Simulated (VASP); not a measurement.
# SnO2 (P1) in VASP: single point with PBE

Aim: the single point of SnO2 with PBE.

All numbers are computed with VASP 6.6.1; they aren't measurements. Logs are shortened: lines on timing, memory, paths and dates and some standing lists are left out, and cuts for length are marked.

## (1) The cell of the first run

The typed cell holds 18 atoms: a = 5.728 Å, b = 5.728 Å, c = 7.443 Å, α = 73.13°, β = 73.13°, γ = 71.85°.

## (2) Single point, PBE (dynamics (nve) at 450 K, volume x 1.01, from the last frame before)

File INCAR:

```
  PREC = Accurate
  ENCUT = 520
  EDIFF = 1E-6
  ISMEAR = -1
  SIGMA = 0.0388
  LREAL = Auto
  LASPH = T
  NELM = 80
  ALGO = Normal
  ISIF = 2
  LWAVE = F
  LCHARG = F
  GGA = PE
  NBANDS = 93
```

File KPOINTS:

```
Automatic mesh
0
Gamma
  2 2 2
  0.5 0.5 0.5
```

File POSCAR:

```
SnO2
1.0
    0.0000000000     -4.7530888199      3.1969861243
   -4.7530888199      0.0000000000      3.1969861243
   -4.7530888199     -4.7530888199     -3.1969861243
Sn O
6 12
Direct
    0.3307126872      0.3321260839      0.6751134568
    0.6533326286      0.6648830124      0.3384184576
    0.0058201099     -0.0118096890     -0.0019438937
    0.3244942422      0.3319483423      0.1633910232
    0.6834962776      0.6721135742      0.8299372543
    1.0007884908      1.0105438314      0.4965603427
    0.2509390223      0.2275744263      0.4603697977
    0.5574823889      0.5445348084      0.1358644272
    0.8935937111      0.9059298997      0.7932887150
    0.0168613471      0.6415422888      0.1721950821
    0.3663303357      0.9653241916      0.8157677090
    0.6992338262      0.3120226737      0.5199171763
    0.1104483536      0.0957347637      0.1957445359
    0.4415021321      0.4471963241      0.8636348504
    0.7633082195      0.7761697507      0.5362380827
    0.6420898885      0.0358840907      0.1623571027
    0.9732583957      0.3507734997      0.8405446546
    0.2950102954      0.6987574318      0.4931212001
```

Potentials or basis: VASP PAW PBE potentials, release 64 (Sn_d, O).

Started as:

```bash
$ cat potpaw_PBE.64/Sn_d/POTCAR potpaw_PBE.64/O/POTCAR > POTCAR
$ mpirun -np 1 vasp_std > vasp.out
```

OUTCAR:

```text
PREC = Accurate
   ENCUT = 520
   EDIFF = 1E-6
   ISMEAR = -1
   LREAL = Auto
   LASPH = T
   NELM = 80
   ISIF = 2
   GGA = PE

 ion  position               nearest neighbor table
   1  0.331  0.332  0.675-  14 2.03  11 2.03  17 2.05   7 2.07  12 2.08  18 2.13   3 3.17   2 3.17
                             4 3.62   5 3.63   5 3.71   6 3.71   6 3.73
   2  0.653  0.665  0.338-  18 2.02  12 2.07  15 2.07  10 2.08   8 2.09  16 2.14   1 3.17   3 3.25
                             6 3.67   6 3.68   5 3.73   5 3.73   4 3.73   4 3.74   4 3.75
   3  0.006  0.988  0.998-  10 2.03   9 2.03  13 2.04  17 2.05  16 2.07  11 2.11   1 3.17   2 3.25
                             5 3.60   4 3.65   4 3.70   6 3.71   6 3.74   5 3.75
   4  0.324  0.332  0.163-   8 2.00  13 2.02  16 2.06   7 2.07  10 2.08  14 2.10   6 3.13   5 3.30
                             1 3.62   3 3.65   3 3.70   2 3.73   2 3.74   2 3.75
   5  0.683  0.672  0.830-   9 1.98  15 2.04  17 2.06  11 2.06  14 2.09   8 2.16   6 3.16   4 3.30
                             3 3.60   1 3.63   1 3.71   2 3.73   2 3.73   3 3.75
   6  0.001  0.011  0.497-  12 2.03  18 2.04   9 2.07   7 2.09  13 2.09  15 2.10   4 3.13   5 3.16
                             2 3.67   2 3.68   3 3.71   1 3.71   1 3.73   3 3.74
   7  0.251  0.228  0.460-   4 2.07   1 2.07   6 2.09
   8  0.557  0.545  0.136-   4 2.00   2 2.09   5 2.16
   9  0.894  0.906  0.793-   5 1.98   3 2.03   6 2.07
  10  0.017  0.642  0.172-   3 2.03   4 2.08   2 2.08
  11  0.366  0.965  0.816-   1 2.03   5 2.06   3 2.11
  12  0.699  0.312  0.520-   6 2.03   2 2.07   1 2.08
  13  0.110  0.096  0.196-   4 2.02   3 2.04   6 2.09
  14  0.442  0.447  0.864-   1 2.03   5 2.09   4 2.10
  15  0.763  0.776  0.536-   5 2.04   2 2.07   6 2.10
  16  0.642  0.036  0.162-   4 2.06   3 2.07   2 2.14
  17  0.973  0.351  0.841-   3 2.05   1 2.05   5 2.06
  18  0.295  0.699  0.493-   2 2.02   6 2.04   1 2.13

  LATTYP: Found a base centered monoclinic cell.
 ALAT       =     9.2772079731
 B/A-ratio  =     0.7245587996
 C/A-ratio  =     0.8023335282
 COS(beta)  =    -0.3583025898

  Lattice vectors:

 A1 = (   0.0000000000,   4.7530888199,  -3.1969861243)
 A2 = (   4.7530888199,   0.0000000000,  -3.1969861243)
 A3 = (  -4.7530888199,  -4.7530888199,  -3.1969861243)

Analysis of symmetry for initial positions (statically):
=====================================================================
 Subroutine PRICEL returns:
 Original cell was already a primitive cell.

 Routine SETGRP: Setting up the symmetry group for a
 base centered monoclinic supercell.

 Subroutine GETGRP returns: Found  1 space group operations
 (whereof  1 operations were pure point group operations)
 out of a pool of  4 trial point group operations.

The static configuration has the point symmetry C_1 .

Analysis of symmetry for dynamics (positions and initial velocities):
=====================================================================
 Subroutine PRICEL returns:
 Original cell was already a primitive cell.

 Routine SETGRP: Setting up the symmetry group for a
 base centered monoclinic supercell.

 Subroutine GETGRP returns: Found  1 space group operations
 (whereof  1 operations were pure point group operations)
 out of a pool of  4 trial point group operations.

The dynamic configuration has the point symmetry C_1 .

 Subroutine INISYM returns: Found  1 space group operations
 (whereof  1 operations are pure point group operations),
 and found     1 'primitive' translations

----------------------------------------------------------------------------------------

                                     Primitive cell

  volume of cell :     216.6775

  direct lattice vectors                    reciprocal lattice vectors
     0.000000000 -4.753088820  3.196986124     0.070129835 -0.140259669  0.104264867
    -4.753088820  0.000000000  3.196986124    -0.140259669  0.070129835  0.104264867
    -4.753088820 -4.753088820 -3.196986124    -0.070129835 -0.070129835 -0.104264867

  length of vectors
     5.728226044  5.728226044  7.443415005     0.188313916  0.188313916  0.143901181

  position of ions in fractional coordinates (direct lattice)
     0.330712687  0.332126084  0.675113457
     0.653332629  0.664883012  0.338418458
     0.005820110  0.988190311  0.998056106
     0.324494242  0.331948342  0.163391023
     0.683496278  0.672113574  0.829937254
     0.000788491  0.010543831  0.496560343
[... 10 lines left out ...]
     0.973258396  0.350773500  0.840544655
     0.295010295  0.698757432  0.493121200

  ion indices of the primitive-cell ions
   primitive index   ion index
                 1           1
                 2           2
                 3           3
                 4           4
                 5           5
                 6           6
[... 10 lines left out ...]
                17          17
                18          18

----------------------------------------------------------------------------------------

 KPOINTS: Automatic mesh

Automatic generation of k-mesh.
 Grid dimensions read from file:
 generate k-points for:    2    2    2

 Generating k-lattice:

  Cartesian coordinates                     Fractional coordinates (reciprocal lattice)
     0.035064917 -0.070129835  0.052132434     0.500000000  0.000000000  0.000000000
    -0.070129835  0.035064917  0.052132434     0.000000000  0.500000000  0.000000000
    -0.035064917 -0.035064917 -0.052132434     0.000000000  0.000000000  0.500000000

  Length of vectors
     0.094156958  0.094156958  0.071950591

  Shift w.r.t. Gamma in fractional coordinates (k-lattice)
     0.500000000  0.500000000  0.500000000

 Subroutine IBZKPT returns following result:
 ===========================================

 Found      4 irreducible k-points:

 Following reciprocal coordinates:
            Coordinates               Weight
  0.250000  0.250000  0.250000      2.000000
 -0.250000  0.250000  0.250000      2.000000
 -0.250000  0.250000 -0.250000      2.000000
 -0.250000 -0.250000  0.250000      2.000000
   k-points           NKPTS =      4   k-points in BZ     NKDIM =      4   number of bands    NBANDS=     93
   number of dos      NEDOS =    301   number of ions     NIONS =     18
   total plane-waves  NPLWV = 129024
   dimension x,y,z NGX =    48 NGY =   48 NGZ =   56
   dimension x,y,z NGXF=    96 NGYF=   96 NGZF=  112
   ions per type =               6  12
   NGX,Y,Z   is equivalent  to a cutoff of  13.93, 13.93, 12.51 a.u.
   NGXF,Y,Z  is equivalent  to a cutoff of  27.86, 27.86, 25.01 a.u.
 SYSTEM =  unknown system
   PREC   = accura    normal or accurate (medium, high low for compatibility)
   ISTART =      0    job   : 0-new  1-cont  2-samecut
   ICHARG =      2    charge: 1-file 2-atom 10-const
   ISPIN  =      1    spin polarized calculation?
   LNONCOLLINEAR =      F non collinear calculations
   LSORBIT =      F    spin-orbit coupling
   LASPH  =      T    aspherical Exc in radial PAW
   ENCUT  =  520.0 eV  38.22 Ry    6.18 a.u.  10.65 10.65 13.84*2*pi/ulx,y,z
   NELM   =     80;   NELMIN=  2; NELMDL= -5     # of ELM steps
   EDIFF  = 0.1E-05   stopping-criterion for ELM
   LREAL  =      T    real-space projection
   EDIFFG = 0.1E-04   stopping-criterion for IOM
   NSW    =      0    number of steps for IOM
   IBRION =     -1    ionic relax: 0-MD 1-quasi-New 2-CG
   NFREE  =      0    steps in history (QN), initial steepest desc. (CG)
   ISIF   =      2    stress and relaxation
   ISYM   =      2    0-nonsym 1-usesym 2-fastsym
   POTIM  = 0.5000    time-step for ionic-motion
   TEBEG  =    0.0;   TEEND  =   0.0 temperature during run
   PSTRESS=    0.0 pullay stress
   NELECT =     156.0000    total number of electrons
   NUPDOWN=      -1.0000    fix difference up-down
   EMIN   =  10.00;   EMAX   =-10.00  energy-range for DOS
   EFERMI =   0.00;   METHOD = LEGACY
   ISMEAR =    -1;   SIGMA  =   0.04  broadening in eV -4-tet -1-fermi 0-gaus
   EFERMI_NEDOS =   21; number of points for ismear=-14 and -15
   IALGO  =     38    algorithm
   IMIX   =      4    mixing-type and parameters
     AMIX     =   0.40;   BMIX     =  1.00
     AMIX_MAG =   1.60;   BMIX_MAG =  1.00
  volume/ion in A,a.u.               =      12.04        81.23
  Fermi-wavevector in a.u.,A,eV,Ry     =   1.467276  2.772749 29.291958  2.152898
  Thomas-Fermi vector in A             =   2.582913
   LORBIT       =      0    0 simple, 1 ext, 2 COOP (PROOUT), +10 PAW based schemes
   GGA     = PE    functional components
   LHFCALC =     F    Hartree Fock is set to
   AEXX    =    0.0000 exact exchange contribution
   IVDW    =     0    specifies the selected vdW correction
   LEPSILON=     F    determine dielectric tensor
   LRPA    =     F    only Hartree local field effects (RPA)
 non-spin polarized calculation
  energy-cutoff  :      520.00
  volume of cell :      216.68
 maximum number of plane-waves:      5865
 NGX is ok and might be reduce to    42
   NGX = 21   NGY = 21   NGZ = 27

 number of electron     155.9999986 magnetization

 Free energy of the ion-electron system (eV)
  ---------------------------------------------------
  ext. energy  EPLUGINS =         0.00000000
  ---------------------------------------------------
  free energy    TOTEN  =      -111.14257211 eV

  energy without entropy =     -111.14257211  energy(sigma->0) =     -111.14257211

 E-fermi :   6.8070     XC(G=0): -11.2151

 val. band max:        5.8465054036   @ k =   0.2500   0.2500   0.2500
 cond. band min:       8.5973052478   @ k =   0.2500   0.2500   0.2500
 fundamental gap:      2.7507998442
 Fermi energy:         6.8070457189

 k-point     1 :       0.2500    0.2500    0.2500
  band No.  band energies     occupation
      1     -15.0556      2.00000
      2     -14.9058      2.00000
      3     -14.7700      2.00000
      4     -14.6078      2.00000
      5     -14.5914      2.00000
      6     -14.5094      2.00000
[... 82 lines left out ...]
     89      14.7241      0.00000
     90      15.7557      0.00000

 k-point     2 :      -0.2500    0.2500    0.2500
  band No.  band energies     occupation
      1     -15.0121      2.00000
      2     -14.9712      2.00000
      3     -14.8013      2.00000
      4     -14.7696      2.00000
      5     -14.6825      2.00000
      6     -14.5232      2.00000
[... 82 lines left out ...]
     89      14.8565      0.00000
     90      15.1647      0.00000

 k-point     3 :      -0.2500    0.2500   -0.2500
  band No.  band energies     occupation
      1     -15.0217      2.00000
      2     -14.9567      2.00000
      3     -14.8037      2.00000
      4     -14.7605      2.00000
      5     -14.7058      2.00000
      6     -14.5111      2.00000
[... 82 lines left out ...]
     89      14.7324      0.00000
     90      15.1804      0.00000

 k-point     4 :      -0.2500   -0.2500    0.2500
  band No.  band energies     occupation
      1     -15.0195      2.00000
      2     -14.8832      2.00000
      3     -14.8093      2.00000
      4     -14.7356      2.00000
      5     -14.6192      2.00000
      6     -14.4760      2.00000
[... 82 lines left out ...]
     89      14.5586      0.00000
     90      14.8451      0.00000
 [bands above 90 left out]

------------------------ aborting loop because EDIFF is reached ----------------------------------------

  FORCE on cell =-STRESS in cart. coord.  units (eV):
  Direction    XX          YY          ZZ          XY          YZ          ZX
  --------------------------------------------------------------------------------------
  -------------------------------------------------------------------------------------
  Total       12.1265839     11.4302519     15.0882012      0.0923812     -0.7731439     -1.0052397
  in kB       89.6675273     84.5186435    111.5665964      0.6830936     -5.7168536     -7.4330380
  external PRESSURE =      95.2509224 kB  Pullay stress =       0.0000000 kB

 VOLUME and BASIS-vectors are now :
 -----------------------------------------------------------------------------
  energy-cutoff  :      520.00
  volume of cell :      216.68
      direct lattice vectors                 reciprocal lattice vectors
     0.000000000 -4.753088820  3.196986124     0.070129835 -0.140259669  0.104264867
    -4.753088820  0.000000000  3.196986124    -0.140259669  0.070129835  0.104264867
    -4.753088820 -4.753088820 -3.196986124    -0.070129835 -0.070129835 -0.104264867

 POSITION                                       TOTAL-FORCE (eV/Angst)
 -----------------------------------------------------------------------------------
     -4.78750     -4.78078     -0.03924         0.161063      0.318014      0.943225
     -4.76878     -4.71388      3.13240        -0.190335      0.218402      1.117801
     -9.44081     -4.77151     -0.01293        -0.346114      0.025421     -0.036689
     -2.35439     -2.31896      1.57628         0.098329     -0.317033      0.876411
     -7.13938     -7.19348      1.68057         0.489556      0.622667     -2.194665
     -2.41031     -2.36394     -1.55127         0.355101      0.169079     -0.091784
[... 10 lines left out ...]
     -5.66244     -8.62117      1.54570        -0.340730      0.210681      0.616860
     -5.66510     -3.74606      1.60056         0.088674     -0.307223     -0.682328
 -----------------------------------------------------------------------------------
    total drift:                               -0.004893     -0.011643     -0.018370

  FREE ENERGIE OF THE ION-ELECTRON SYSTEM (eV)
  ---------------------------------------------------
  free  energy   TOTEN  =      -111.1425721127 eV

  energy  without entropy=     -111.1425721127  energy(sigma->0) =     -111.14257211
```

Run time: 3.2 min. Hardware: 1 thread of AMD EPYC 7R43 (Zen 3), shared host; peak memory 0.31 GiB.

Results:

```
Free energy            : -111.1426 eV
Pressure               : 9.5 GPa
Largest force          : 2.333 eV/Å
Band gap on the k mesh : 2.75 eV
```

Forces in eV/Å, atoms in the order of the input:
```
Sn   0.161  0.318  0.943
Sn  -0.190  0.218  1.118
Sn  -0.346  0.025 -0.037
Sn   0.098 -0.317  0.876
Sn   0.490  0.623 -2.195
Sn   0.355  0.169 -0.092
O    0.113  0.570 -0.512
O   -0.922 -0.558  1.646
O   -0.157 -0.604  0.418
O    0.734 -0.283 -0.232
O   -0.549 -0.198 -0.851
O    0.243  0.352  0.443
O   -0.364 -0.145 -0.472
O   -0.121  0.147 -0.695
O    0.115 -0.113  0.483
O    0.594 -0.109 -0.778
O   -0.341  0.211  0.617
O    0.089 -0.307 -0.682
```

Levels at points of the mesh, in eV from the valence-band top:
```csv
k point,band 75,band 76,band 77,band 78,band 79,band 80,band 81,band 82
"(0.25, 0.25, 0.25)",-0.61,-0.57,-0.43,0.00,2.75,5.10,5.12,5.56
```

Caveat: the k points lie up to 0.59 Å⁻¹ apart; spin-orbit coupling is left out, which moves the levels of the heavy elements; forces of over 1 eV/Å act on the atoms, so gaps and moduli don't describe the material at rest.
